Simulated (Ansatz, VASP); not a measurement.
## Al2Ni in VASP and in Ansatz

```
Al Ni
1.0
     2.80922    0.00000    0.00000
    -1.40461    2.43286    0.00000
     0.00000    0.00000    6.09608
Al Ni
2 1
Cartesian
  1.4046 0.8110 4.9239
  0.0000 1.6219 1.1722
  0.0000 0.0000 3.0480
```

Alike in both runs: functional PBE; k mesh 18 × 18 × 8; occupations gaussian, width 0.1 eV; no spin polarisation.

Ansatz relaxed the structure, and its values are those at the end. VASP's run is a single point on that final structure, the one shown.

|  | VASP | Ansatz |
| --- | --- | --- |
| version | VASP 6.6.1 | Ansatz 0.2.0 |
| potentials or method | VASP PAW PBE potentials, release 64 (Al, Ni), cutoff 520 eV | scalar-relativistic, plane waves, PAW |
| valence electrons in the cell | 16 | 24 |

|  | VASP | Ansatz | Ansatz less VASP |
| --- | --- | --- | --- |
| gap on the k mesh at the Fermi level (eV) | none | none | - |
| pressure (GPa) | 0.6 | 0.0 | -0.57 |

A gap of «none» marks a metal or a gap that the smearing closes. VASP's potentials hold 16 valence electrons a cell and Ansatz's 24, so a difference there can come from the potentials and not from the codes.
